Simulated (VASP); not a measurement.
# BeZn3Se4 (I-42m) in VASP: further runs

Runs on BeZn3Se4. Level: PBE. Tasks: single point, relaxation of shape and atoms at fixed volume.

All numbers are computed with VASP 6.6.1; they aren't measurements. Logs are shortened: lines on timing, memory, paths and dates and some standing lists are left out, and cuts for length are marked.

## 1. The cell of the first run

Symmetry: I-42m, No. 121, tetragonal system. The conventional cell has a = 5.649 Å, b = 5.649 Å, c = 11.265 Å, α = 90.00°, β = 90.00°, γ = 90.00°. Within 3.0 Å of Be (site symmetry -42m) lie 4 Se at 2.29 Å. Within 3.3 Å of Zn (site symmetry -4) lie 4 Se at 2.49 Å. Zn (site symmetry -42m) has 4 Se at 2.51 Å within 3.3 Å. Se (site symmetry m) has 1 Be at 2.29 Å and 3 Zn at 2.49 to 2.51 Å within 3.0 Å.

## 2. Single point, PBE (22.47 Å³/atom)

Input file INCAR:

```
SYSTEM = BeZn3Se4
  PREC = Accurate
  ENCUT = 520
  EDIFF = 1E-6
  ISMEAR = 0
  SIGMA = 0.02
  LREAL = .FALSE.
  LASPH = .TRUE.
  NELM = 100
  ALGO = Normal
  ISIF = 2
  LWAVE = .FALSE.
  LCHARG = .FALSE.
  GGA = PE
  NBANDS = 41
```

Input file KPOINTS:

```
regular mesh
0
G
  8 8 8
  0 0 0
```

Input file POSCAR:

```
BeZn3Se4
1.0
   -2.8246632789      2.8246632789      5.6324399024
    2.8246632789     -2.8246632789      5.6324399024
    2.8246632789      2.8246632789     -5.6324399024
Be Zn Se
1 3 4
Direct
    0.0000000000      0.0000000000      0.0000000000
    0.7500000000      0.2500000000      0.5000000000
    0.5000000000      0.5000000000      0.0000000000
    0.2500000000      0.7500000000      0.5000000000
    0.8850431394      0.3510796704      0.0000000000
    0.6489203296      0.6489203296      0.5339634690
    0.3510796704      0.8850431394      0.0000000000
    0.1149568606      0.1149568606      0.4660365310
```

Potentials or basis: VASP PAW PBE potentials, release 64 (Be, Zn, Se).

Started as:

```
> cat potpaw_PBE.64/Be/POTCAR potpaw_PBE.64/Zn/POTCAR potpaw_PBE.64/Se/POTCAR > POTCAR
> mpirun -np 1 vasp_std > vasp.out
```

OUTCAR:

```text
SYSTEM = BeZn3Se4
   PREC = Accurate
   ENCUT = 520
   EDIFF = 1E-6
   ISMEAR = 0
   LREAL = .FALSE.
   LASPH = .TRUE.
   NELM = 100
   ISIF = 2
   GGA = PE

 ion  position               nearest neighbor table
   1  0.000  0.000  0.000-   6 2.29   5 2.29   7 2.29   8 2.29
   2  0.750  0.250  0.500-   5 2.49   6 2.49   8 2.49   7 2.49
   3  0.500  0.500  0.000-   6 2.51   5 2.51   7 2.51   8 2.51
   4  0.250  0.750  0.500-   6 2.49   7 2.49   8 2.49   5 2.49
   5  0.885  0.351  0.000-   1 2.29   2 2.49   4 2.49   3 2.51
   6  0.649  0.649  0.534-   1 2.29   2 2.49   4 2.49   3 2.51
   7  0.351  0.885  0.000-   1 2.29   4 2.49   2 2.49   3 2.51
   8  0.115  0.115  0.466-   1 2.29   2 2.49   4 2.49   3 2.51

  LATTYP: Found a body centered tetragonal cell.
 ALAT       =     5.6493265578
 C/A-ratio  =     1.9940217103

  Lattice vectors:

 A1 = (  -2.8246632789,   2.8246632789,   5.6324399024)
 A2 = (   2.8246632789,  -2.8246632789,   5.6324399024)
 A3 = (   2.8246632789,   2.8246632789,  -5.6324399024)

Analysis of symmetry for initial positions (statically):
=====================================================================
 Subroutine PRICEL returns:
 Original cell was already a primitive cell.

 Routine SETGRP: Setting up the symmetry group for a
 body centered tetragonal supercell.

 Subroutine GETGRP returns: Found  8 space group operations
 (whereof  8 operations were pure point group operations)
 out of a pool of 16 trial point group operations.

The static configuration has the point symmetry D_2d.

Analysis of symmetry for dynamics (positions and initial velocities):
=====================================================================
 Subroutine PRICEL returns:
 Original cell was already a primitive cell.

 Routine SETGRP: Setting up the symmetry group for a
 body centered tetragonal supercell.

 Subroutine GETGRP returns: Found  8 space group operations
 (whereof  8 operations were pure point group operations)
 out of a pool of 16 trial point group operations.

The dynamic configuration has the point symmetry D_2d.

 Subroutine INISYM returns: Found  8 space group operations
 (whereof  8 operations are pure point group operations),
 and found     1 'primitive' translations

----------------------------------------------------------------------------------------

[... 108 lines left out ...]
   IBRION =     -1    ionic relax: 0-MD 1-quasi-New 2-CG
   NFREE  =      0    steps in history (QN), initial steepest desc. (CG)
   ISIF   =      2    stress and relaxation
   ISYM   =      2    0-nonsym 1-usesym 2-fastsym
   POTIM  = 0.5000    time-step for ionic-motion
   TEBEG  =    0.0;   TEEND  =   0.0 temperature during run
   PSTRESS=    0.0 pullay stress
   NELECT =      62.0000    total number of electrons
   NUPDOWN=      -1.0000    fix difference up-down
   EMIN   =  10.00;   EMAX   =-10.00  energy-range for DOS
   EFERMI =   0.00;   METHOD = LEGACY
   ISMEAR =     0;   SIGMA  =   0.02  broadening in eV -4-tet -1-fermi 0-gaus
   EFERMI_NEDOS =   21; number of points for ismear=-14 and -15
   IALGO  =     38    algorithm
   IMIX   =      4    mixing-type and parameters
     AMIX     =   0.40;   BMIX     =  1.00
     AMIX_MAG =   1.60;   BMIX_MAG =  1.00
  volume/ion in A,a.u.               =      22.47       151.63
  Fermi-wavevector in a.u.,A,eV,Ry     =   1.148089  2.169573 17.933942  1.318108
  Thomas-Fermi vector in A             =   2.284765
   LORBIT       =      0    0 simple, 1 ext, 2 COOP (PROOUT), +10 PAW based schemes
   GGA     = PE    functional components
   LHFCALC =     F    Hartree Fock is set to
   AEXX    =    0.0000 exact exchange contribution
   IVDW    =     0    specifies the selected vdW correction
   LEPSILON=     F    determine dielectric tensor
   LRPA    =     F    only Hartree local field effects (RPA)
 non-spin polarized calculation
 Gauss-broadening in eV      SIGMA  =   0.02
  energy-cutoff  :      520.00
  volume of cell :      179.76
 maximum number of plane-waves:      4893
 NGX is ok and might be reduce to    54
   NGX = 25   NGY = 25   NGZ = 25

 number of electron      62.0000020 magnetization

 Free energy of the ion-electron system (eV)
  ---------------------------------------------------
  ext. energy  EPLUGINS =         0.00000000
  ---------------------------------------------------
  free energy    TOTEN  =       -26.84599767 eV

  energy without entropy =      -26.84599767  energy(sigma->0) =      -26.84599767

 E-fermi :   1.6535     XC(G=0):  -9.1275

 val. band max:        1.5136609397   @ k =   0.0000   0.0000   0.0000
 cond. band min:       3.1291758226   @ k =   0.0000   0.0000   0.0000
 fundamental gap:      1.6155148830
 Fermi energy:         1.6534941214

 k-point     1 :       0.0000    0.0000    0.0000
  band No.  band energies     occupation
      1     -11.5199      2.00000
      2     -10.4295      2.00000
      3     -10.4145      2.00000
      4     -10.4145      2.00000
      5      -4.7963      2.00000
      6      -4.7606      2.00000
[... 1045 lines left out ...]
     40       8.3858      0.00000
     41       8.3966      0.00000

 [... further k-points ...]

------------------------ aborting loop because EDIFF is reached ----------------------------------------

  FORCE on cell =-STRESS in cart. coord.  units (eV):
  Direction    XX          YY          ZZ          XY          YZ          ZX
  --------------------------------------------------------------------------------------
  -------------------------------------------------------------------------------------
  Total       -1.6619615     -1.6619615     -1.6640199      0.0000000      0.0000000      0.0000000
  in kB      -14.8129520    -14.8129520    -14.8312986      0.0000000      0.0000000      0.0000000
  external PRESSURE =     -14.8190676 kB  Pullay stress =       0.0000000 kB

 VOLUME and BASIS-vectors are now :
 -----------------------------------------------------------------------------
  energy-cutoff  :      520.00
  volume of cell :      179.76
      direct lattice vectors                 reciprocal lattice vectors
    -2.824663279  2.824663279  5.632439902     0.000000000  0.177012249  0.088771475
     2.824663279 -2.824663279  5.632439902     0.177012249  0.000000000  0.088771475
     2.824663279  2.824663279 -5.632439902     0.177012249  0.177012249  0.000000000

 POSITION                                       TOTAL-FORCE (eV/Angst)
 -----------------------------------------------------------------------------------
      0.00000      0.00000      0.00000        -0.000000      0.000000      0.000000
      0.00000      2.82466      2.81622        -0.000000      0.000000      0.000000
      0.00000      0.00000      5.63244        -0.000000      0.000000      0.000000
      2.82466      0.00000      2.81622        -0.000000      0.000000      0.000000
     -1.50827      1.50827      6.96239        -0.003757      0.003757     -0.005898
      1.50827      1.50827      4.30249         0.003757      0.003757      0.005898
      1.50827     -1.50827      6.96239         0.003757     -0.003757     -0.005898
      1.31640      1.31640     -1.32995        -0.003757     -0.003757      0.005898
 -----------------------------------------------------------------------------------
    total drift:                                0.000012      0.000012      0.000016

  FREE ENERGIE OF THE ION-ELECTRON SYSTEM (eV)
  ---------------------------------------------------
  free  energy   TOTEN  =       -26.8459976727 eV

  energy  without entropy=      -26.8459976727  energy(sigma->0) =      -26.84599767
```

OSZICAR:

```text
N       E                     dE             d eps       ncg     rms          rms(c)
DAV:   1     0.454100251067E+03    0.45410E+03   -0.27486E+04  4838   0.162E+03
DAV:   2     0.295462743476E+02   -0.42455E+03   -0.40236E+03  4902   0.370E+02
DAV:   3    -0.258973152344E+02   -0.55444E+02   -0.54431E+02  5625   0.130E+02
DAV:   4    -0.280104304951E+02   -0.21131E+01   -0.21037E+01  5783   0.250E+01
DAV:   5    -0.280350744317E+02   -0.24644E-01   -0.24632E-01  5785   0.260E+00    0.803E+00
DAV:   6    -0.268742939687E+02    0.11608E+01   -0.24667E+00  6832   0.360E+01    0.620E+00
DAV:   7    -0.268415322729E+02    0.32762E-01   -0.16361E+00  5871   0.589E+00    0.260E+00
DAV:   8    -0.268434588228E+02   -0.19265E-02   -0.60311E-02  5615   0.271E+00    0.908E-01
DAV:   9    -0.268454405272E+02   -0.19817E-02   -0.13103E-02  6463   0.158E+00    0.151E-01
DAV:  10    -0.268456627611E+02   -0.22223E-03   -0.19774E-03  5701   0.628E-01    0.772E-02
DAV:  11    -0.268459602850E+02   -0.29752E-03   -0.64351E-04  5583   0.275E-01    0.250E-02
DAV:  12    -0.268459874099E+02   -0.27125E-04   -0.10911E-04  6020   0.180E-01    0.976E-03
DAV:  13    -0.268459952001E+02   -0.77901E-05   -0.29877E-05  5731   0.535E-02    0.611E-03
DAV:  14    -0.268459972373E+02   -0.20372E-05   -0.86950E-06  5356   0.387E-02    0.210E-03
DAV:  15    -0.268459976727E+02   -0.43540E-06   -0.16285E-06  4456   0.150E-02
   1 F= -.26845998E+02 E0= -.26845998E+02  d E =-.259660E-25
```

Wall time 6.6 min (1 thread of Intel Xeon 6975P-C (Granite Rapids), shared host); peak memory 0.63 GiB.

What came out:

```
Free energy            : -26.8460 eV
Pressure               : -1.5 GPa
Largest force          : 0.008 eV/Å
Band gap on the k mesh : 1.62 eV
```

Forces on the atoms (eV/Å):
```
Be   0.000  0.000  0.000
Zn   0.000  0.000  0.000
Zn   0.000  0.000  0.000
Zn   0.000  0.000  0.000
Se  -0.004  0.004 -0.006
Se   0.004  0.004  0.006
Se   0.004 -0.004 -0.006
Se  -0.004 -0.004  0.006
```

A k mesh can miss the band edges.

## 3. Single point, PBE (23.12 Å³/atom)

This run uses another cell than the first one, of 23.12 Å³/atom.

Input file INCAR:

```
SYSTEM = BeZn3Se4
ALGO = Normal ; EDIFF = 1E-7
ENCUT = 520 ; GGA = PE
ISIF = 2 ; ISMEAR = 0
LASPH = .TRUE. ; LCHARG = .FALSE.
LREAL = .FALSE. ; LWAVE = .FALSE.
NBANDS = 41 ; NELM = 80
PREC = Accurate ; SIGMA = 0.02
```

Input file KPOINTS:

```
k-points
0
G
  8 8 8
  0 0 0
```

Changes to POSCAR since step 2:

```diff
@@ -2,5 +2,5 @@
 1.0
-   -2.8246632789      2.8246632789      5.6324399024
-    2.8246632789     -2.8246632789      5.6324399024
-    2.8246632789      2.8246632789     -5.6324399024
+   -2.8518251690      2.8518251690      5.6866013010
+    2.8518251690     -2.8518251690      5.6866013010
+    2.8518251690      2.8518251690     -5.6866013010
 Be Zn Se
```

Potentials or basis: VASP PAW PBE potentials, release 64 (Be, Zn, Se).

Started as:

```
> cat potpaw_PBE.64/Be/POTCAR potpaw_PBE.64/Zn/POTCAR potpaw_PBE.64/Se/POTCAR > POTCAR
> mpirun -np 1 vasp_std > vasp.out
```

OUTCAR:

```text
SYSTEM = BeZn3Se4
   EDIFF = 1E-7
   ENCUT = 520
   GGA = PE
   ISIF = 2
   ISMEAR = 0
   LASPH = .TRUE.
   LREAL = .FALSE.
   NELM = 80
   PREC = Accurate

 ion  position               nearest neighbor table
   1  0.000  0.000  0.000-   5 2.31   6 2.31   7 2.31   8 2.31
   2  0.750  0.250  0.500-   5 2.52   6 2.52   8 2.52   7 2.52
   3  0.500  0.500  0.000-   6 2.54   5 2.54   7 2.54   8 2.54
   4  0.250  0.750  0.500-   7 2.52   6 2.52   8 2.52   5 2.52
   5  0.885  0.351  0.000-   1 2.31   2 2.52   4 2.52   3 2.54
   6  0.649  0.649  0.534-   1 2.31   2 2.52   4 2.52   3 2.54
   7  0.351  0.885  0.000-   1 2.31   4 2.52   2 2.52   3 2.54
[... 1270 lines left out ...]
  Total       -3.4063206     -3.4063206     -3.4023092      0.0000000      0.0000000      0.0000000
  in kB      -29.5010544    -29.5010544    -29.4663127      0.0000000      0.0000000      0.0000000
  external PRESSURE =     -29.4894738 kB  Pullay stress =       0.0000000 kB

 VOLUME and BASIS-vectors are now :
 -----------------------------------------------------------------------------
  energy-cutoff  :      520.00
  volume of cell :      184.99
      direct lattice vectors                 reciprocal lattice vectors
    -2.851825169  2.851825169  5.686601301     0.000000000  0.175326316  0.087925981
     2.851825169 -2.851825169  5.686601301     0.175326316  0.000000000  0.087925981
     2.851825169  2.851825169 -5.686601301     0.175326316  0.175326316  0.000000000

 POSITION                                       TOTAL-FORCE (eV/Angst)
 -----------------------------------------------------------------------------------
      0.00000      0.00000      0.00000        -0.000000      0.000000      0.000000
     -0.00000      2.85183      2.84330        -0.000000      0.000000     -0.000000
      0.00000      0.00000      5.68660        -0.000000      0.000000      0.000000
      2.85183     -0.00000      2.84330        -0.000000      0.000000      0.000000
     -1.52277      1.52277      7.02934         0.003517     -0.003517      0.003227
      1.52277      1.52277      4.34387        -0.003517     -0.003517     -0.003227
      1.52277     -1.52277      7.02934        -0.003517      0.003517      0.003227
      1.32905      1.32905     -1.34274         0.003517      0.003517     -0.003227
 -----------------------------------------------------------------------------------
    total drift:                                0.000017      0.000017      0.000019

  FREE ENERGIE OF THE ION-ELECTRON SYSTEM (eV)
  ---------------------------------------------------
  free  energy   TOTEN  =       -26.7730263401 eV

  energy  without entropy=      -26.7730263401  energy(sigma->0) =      -26.77302634
```

OSZICAR:

```text
N       E                     dE             d eps       ncg     rms          rms(c)
DAV:   1     0.447165675605E+03    0.44717E+03   -0.27271E+04  4838   0.160E+03
DAV:   2     0.285785270916E+02   -0.41859E+03   -0.39694E+03  4910   0.364E+02
DAV:   3    -0.258588310841E+02   -0.54437E+02   -0.53259E+02  5581   0.128E+02
DAV:   4    -0.279223503517E+02   -0.20635E+01   -0.20544E+01  5729   0.246E+01
DAV:   5    -0.279472697481E+02   -0.24919E-01   -0.24906E-01  5882   0.258E+00    0.768E+00
DAV:   6    -0.267986995747E+02    0.11486E+01   -0.24449E+00  6932   0.350E+01    0.595E+00
DAV:   7    -0.267682309935E+02    0.30469E-01   -0.15672E+00  5849   0.576E+00    0.250E+00
DAV:   8    -0.267703874787E+02   -0.21565E-02   -0.58978E-02  5671   0.264E+00    0.876E-01
DAV:   9    -0.267724467982E+02   -0.20593E-02   -0.12671E-02  6506   0.155E+00    0.154E-01
DAV:  10    -0.267726779490E+02   -0.23115E-03   -0.19062E-03  6013   0.676E-01    0.793E-02
DAV:  11    -0.267729804226E+02   -0.30247E-03   -0.61167E-04  5564   0.266E-01    0.247E-02
DAV:  12    -0.267730156043E+02   -0.35182E-04   -0.12343E-04  5868   0.154E-01    0.959E-03
DAV:  13    -0.267730237648E+02   -0.81605E-05   -0.28108E-05  5758   0.584E-02    0.597E-03
DAV:  14    -0.267730258461E+02   -0.20813E-05   -0.87494E-06  5371   0.371E-02    0.209E-03
DAV:  15    -0.267730262974E+02   -0.45129E-06   -0.15468E-06  5716   0.107E-02    0.779E-04
DAV:  16    -0.267730263401E+02   -0.42643E-07   -0.14455E-07  4064   0.650E-03
   1 F= -.26773026E+02 E0= -.26773026E+02  d E =-.379798E-11
```

stdout:

```text
POSCAR found type information on POSCAR BeZnSe
 POSCAR found :  3 types and       8 ions
 scaLAPACK will be used
 LDA part: xc-table for (Slater+PW92), standard interpolation
 POSCAR, INCAR and KPOINTS ok, starting setup
 FFT: planning ... GRIDC
 FFT: planning ... GRID_SOFT
 FFT: planning ... GRID
 WAVECAR not read
 entering main loop
```

Wall time 6.9 min (1 thread of Intel Xeon 6975P-C (Granite Rapids), shared host); peak memory 0.65 GiB.

Results:

- Free energy: -26.7730 eV
- Pressure: -2.9 GPa
- Largest force: 0.006 eV/Å
- Band gap on the k mesh: 1.49 eV

Forces in eV/Å, atoms in the order of the input:
```
Be   0.000  0.000  0.000
Zn   0.000  0.000  0.000
Zn   0.000  0.000  0.000
Zn   0.000  0.000  0.000
Se   0.004 -0.004  0.003
Se  -0.004 -0.004 -0.003
Se  -0.004  0.004  0.003
Se   0.004  0.004 -0.003
```

A k mesh can miss the band edges.

## 4. Relaxation of shape and atoms at fixed volume, PBE (21.16 Å³/atom)

This run uses another cell than the first one, of 21.16 Å³/atom.

Input file INCAR:

```
SYSTEM = BeZn3Se4
ALGO     = Normal         ! electronic algorithm
EDIFF    = 1E-6           ! SCF threshold, eV
EDIFFG   = -0.01          ! ionic threshold
ENCUT    = 600            ! plane-wave cutoff, eV
GGA      = PE             ! functional
IBRION   = 2              ! ionic algorithm
ISIF     = 4              ! what is computed and relaxed
ISMEAR   = 0              ! smearing method
LASPH    = .TRUE.         ! aspherical terms in the spheres
LCHARG   = .FALSE.        ! write CHGCAR
LREAL    = .FALSE.        ! projectors in reciprocal space
LWAVE    = .FALSE.        ! write WAVECAR
NELM     = 80             ! most SCF steps
NSW      = 50             ! ionic steps
PREC     = Accurate       ! precision mode
SIGMA    = 0.02           ! smearing width, eV
```

KPOINTS is that of step 3.

Input file POSCAR:

```
BeZn3Se4
1.0
   -2.7688940336      2.7688940336      5.5201613660
    2.7688940336     -2.7688940336      5.5201613660
    2.7688940336      2.7688940336     -5.5201613660
Be Zn Se
1 3 4
Direct
    0.0000000000      0.0000000000      0.0000000000
    0.7500000000      0.2500000000      0.5000000000
    0.5000000000      0.5000000000      0.0000000000
    0.2500000000      0.7500000000      0.5000000000
    0.8850420761      0.3508940681      0.0000000000
    0.6491059319      0.6491059319      0.5341480080
    0.3508940681      0.8850420761      0.0000000000
    0.1149579239      0.1149579239      0.4658519920
```

Started as:

```
> cat potpaw_PBE.64/Be/POTCAR potpaw_PBE.64/Zn/POTCAR potpaw_PBE.64/Se/POTCAR > POTCAR
> mpirun -np 1 vasp_std > vasp.out
```

It took 24 min on 1 thread of Oxide Virtual Turin-like, shared host; peak memory 0.66 GiB.

Results (log left out):

```
Free energy                  : -26.8271 eV
Energy gained by relaxing    : 0.0 meV/atom
Ionic steps                  : 3
Pressure after relaxing      : 2.2 GPa
Largest force after relaxing : 0.003 eV/Å
Band gap on the k mesh       : 1.88 eV
```

Forces on the atoms (eV/Å):
```
Be   0.000  0.000  0.000
Zn   0.000  0.000  0.000
Zn   0.000  0.000  0.000
Zn   0.000  0.000  0.000
Se  -0.001  0.001  0.003
Se   0.001  0.001 -0.003
Se   0.001 -0.001  0.003
Se  -0.001 -0.001 -0.003
```

The path:
| step | energy change (eV) | largest force (eV/Å) | pressure (GPa) | volume (Å³) |
| --- | --- | --- | --- | --- |
| 1 | 0.0000 | 0.0355 | 2.23 | 169.29 |
| 2 | -0.0002 | 0.0168 | 2.22 | 169.29 |
| 3 | -0.0002 | 0.0032 | 2.22 | 169.29 |

Final structure:
```xyz
8
Lattice="-2.7690 2.7690 5.5198 2.7690 -2.7690 5.5198 2.7690 2.7690 -5.5198" Properties=species:S:1:pos:R:3 pbc="T T T"
Be    0.0000    0.0000    0.0000
Zn    0.0000    2.7690    2.7599
Zn    0.0000    0.0000    5.5198
Zn    2.7690    0.0000    2.7599
Se   -1.4809    1.4809    6.8203
Se    1.4809    1.4809    4.2194
Se    1.4809   -1.4809    6.8203
Se    1.2881    1.2881   -1.3005
```

Levels at points of the mesh, in eV from the valence-band top:
```
           k point  band 27  band 28  band 29  band 30  band 31  band 32  band 33  band 34  band 35  band 36
(0.00, 0.00, 0.00)    -2.17    -2.17    -0.06     0.00     0.00     1.88     2.87     3.37     5.39     5.39
(0.50, 0.00, 0.00)    -1.85    -1.67    -1.62    -1.02    -0.82     4.00     4.49     4.79     4.88     4.95
(0.50, 0.50, 0.00)    -1.11    -0.97    -0.87    -0.74    -0.60     2.68     2.80     4.39     4.59     5.76
(0.50, 0.50, 0.50)    -2.11    -1.45    -1.45    -1.15    -1.15     2.97     2.97     3.22     3.38     3.78
```

## 5. Summary

| task | cell | cutoff (eV) | gap on the mesh (eV) | pressure (GPa) | largest force (eV/Å) |
| --- | --- | --- | --- | --- | --- |
| single point | a = 6.905 Å, angles 131.7, 131.7, 70.7°, 8 atoms | 520 | 1.62 | -1.5 | 0.01 |
| single point | a = 6.972 Å, angles 131.7, 131.7, 70.7°, 8 atoms | 520 | 1.49 | -2.9 | 0.01 |
| relaxation of shape and atoms at fixed volume | relaxed from a = 6.768 Å, angles 131.7, 131.7, 70.7°, 8 atoms | 600 | 1.88 | 2.2 | - |

Alike in all rows: level PBE; potentials or basis VASP PAW PBE potentials, release 64 (Be, Zn, Se); no spin polarisation; k mesh 8 × 8 × 8; smearing gaussian 0.02 eV.

Total energies depend on the potentials used, so only differences within one code and one set of settings carry meaning.
